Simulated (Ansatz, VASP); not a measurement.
**One calculation of PbSe, two programs**

```xyz
4
Lattice="0.0000 11.7669 3.2225 2.9983 0.0000 3.2225 2.9983 11.7669 0.0000" Properties=species:S:1:pos:R:3 pbc="T T T"
Pb    2.9983    4.5089    3.2033
Pb    2.9983   19.0249    3.2033
Se    2.9983   16.2554    3.1320
Se    2.9983    7.2784    3.1320
```

Alike in both runs: task single point; functional PBEsol; k mesh 6 × 6 × 6; occupations gaussian, width 0.02 eV; no spin polarisation.

```csv
,VASP,Ansatz
version,VASP 6.6.1,Ansatz 0.2.0
potentials or method,"VASP PAW PBE potentials, release 64 (Pb_d, Se), cutoff 520 eV","scalar-relativistic, plane waves, PAW"
valence electrons in the cell,40,60
```

|  | VASP | Ansatz | Ansatz less VASP |
| --- | --- | --- | --- |
| gap on the k mesh at the Fermi level (eV) | 1.47 | 1.47 | +0.002 |
| least direct gap on the mesh (eV) | 1.62 | 1.62 | 0.000 |
| pressure (GPa) | -0.4 | -0.4 | 0.00 |
| traceless stress, the component that is largest in VASP (GPa) | -2.10 | -2.08 | +0.016 |
| rms of the force components (eV/Å) | 0.035 | 0.032 | -0.0029 |

VASP's potentials were made for PBE, not for PBEsol. Atom by atom the forces differ by 0.006 eV/Å (rms over components). VASP's potentials hold 40 valence electrons a cell and Ansatz's 60, so a difference there can come from the potentials and not from the codes.

Neither program's run includes spin-orbit coupling.
